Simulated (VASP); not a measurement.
Runs of VASP 6.6.1 on Nb. The structure is that of space group Fm-3m (No. 225), or close to it. The cells are those of the table. 

```csv
cell,k mesh,gap on the mesh (eV),pressure (GPa)
"a = 2.981 Å, angles 60.0°, 1 atom",14 × 14 × 14,none,(b)
"a = 3.021 Å, angles 60.0°, 1 atom",21 × 21 × 21,none,(a)
"a = 3.021 Å, angles 60.0°, 1 atom",14 × 14 × 14,none,-0.3
"a = 2.895 Å, angles 60.0°, 1 atom",14 × 14 × 14,none,24.0
"a = 3.061 Å, angles 60.0°, 1 atom",14 × 14 × 14,none,-5.7
```

Alike in all rows: task single point; level BLYP; potentials or basis VASP PAW PBE potentials, release 64 (Nb_sv); no spin polarisation; cutoff (eV) 520; smearing fermi-dirac 0.1 eV.

Task: Fill in the values left out.

Result: (a) -0.2; (b) 6.3.

Caveats: the PAW data sets were made with another functional, which shifts forces and pressure a little.

A k mesh can miss the band edges, and the runs leave out spin-orbit coupling on Nb.

A gap of «none» marks levels without a gap at the run's occupations.
